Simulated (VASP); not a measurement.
Input of a VASP 6.6.1 run:

File INCAR:

```
PREC = Accurate
ENCUT = 600
EDIFF = 1E-6
ISMEAR = -1
SIGMA = 0.05
LREAL = False
LASPH = True
NELM = 80
ALGO = Normal
ISIF = 3
LWAVE = False
LCHARG = False
GGA = CA
IBRION = 2
NSW = 60
EDIFFG = -0.01
```

The input KPOINTS:

```
Automatic mesh
0
Gamma
  11 11 11
```

The input POSCAR:

```
Li
1.0
   -1.7546500000      1.7546500000      1.7546500000
    1.7546500000     -1.7546500000      1.7546500000
    1.7546500000      1.7546500000     -1.7546500000
Li
1
Direct
    0.0000000000      0.0000000000      0.0000000000
```

Potentials or basis: VASP PAW LDA potentials, release 64 (Li_sv).

The run is started by

```bash
$ cat potpaw_LDA.64/Li_sv/POTCAR > POTCAR
$ mpirun -np 1 vasp_std > vasp.out
```

Problem. Estimate the relaxed cell.

Solution. a = 2.895 Å, b = 2.895 Å, c = 2.895 Å, α = 109.47°, β = 109.47°, γ = 109.47°.

Problem. Estimate the space group after relaxing (to 0.05 Å).

Solution. Im-3m (No. 229).

Problem. Predict the relaxed volume.

Solution. 18.68 Å³/atom.

Step by step:
```
step  energy change (eV)  largest force (eV/Å)  pressure (GPa)  volume (Å³)
   1              0.0000                0.0000           -1.69        21.61
   2             -0.0068                0.0000           -1.39        20.91
   3             -0.0165                0.0000           -0.36        19.19
   4             -0.0170                0.0000            0.05        18.68
```

Caveat: the cutoff is under 1.25 times the usual one of these potentials, so pressure, stress and relaxed cells hold a basis-set (Pulay) error; the volume moved by -14 % from the deposited cell, more than functionals usually miss.

The cell as given is a measured one (21.61 Å³/atom); LDA puts the equilibrium volume -13.6 % from it, thermal expansion not counted.
